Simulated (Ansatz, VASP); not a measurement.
# As: VASP beside Ansatz

```
CELL_PARAMETERS angstrom
2.91714 0.00000 0.00000
-1.45857 2.52631 0.00000
0.00000 0.00000 2.72570
ATOMIC_POSITIONS crystal
As 0.00000 0.00000 0.00000
```

Alike in both runs: task single point; functional PBE; k mesh 9 × 9 × 6; occupations gaussian, width 0.1 eV; no spin polarisation.

|  | VASP | Ansatz |
| --- | --- | --- |
| version | VASP 6.6.1 | Ansatz 0.2.0 |
| potentials or method | VASP PAW PBE potentials, release 64 (As), cutoff 520 eV | scalar-relativistic, plane waves, PAW |
| valence electrons in the cell | 5 | 15 |

Ansatz gave:

* gap on the k mesh at the Fermi level (eV): none
* pressure (GPa): 1.2
* traceless stress, the component that is largest in VASP (GPa): -2.87

Q: Which values does VASP return?

A: gap on the k mesh at the Fermi level (eV): none; pressure (GPa): 1.3; traceless stress, the component that is largest in VASP (GPa): -2.84.

A gap of «none» marks a metal or a gap that the smearing closes. The functional is the same, so the differences come from potentials, cutoffs and numerics. VASP's potentials hold 5 valence electrons a cell and Ansatz's 15, so a difference there can come from the potentials and not from the codes.

The k mesh is coarse, so the values compare programs but aren't converged.
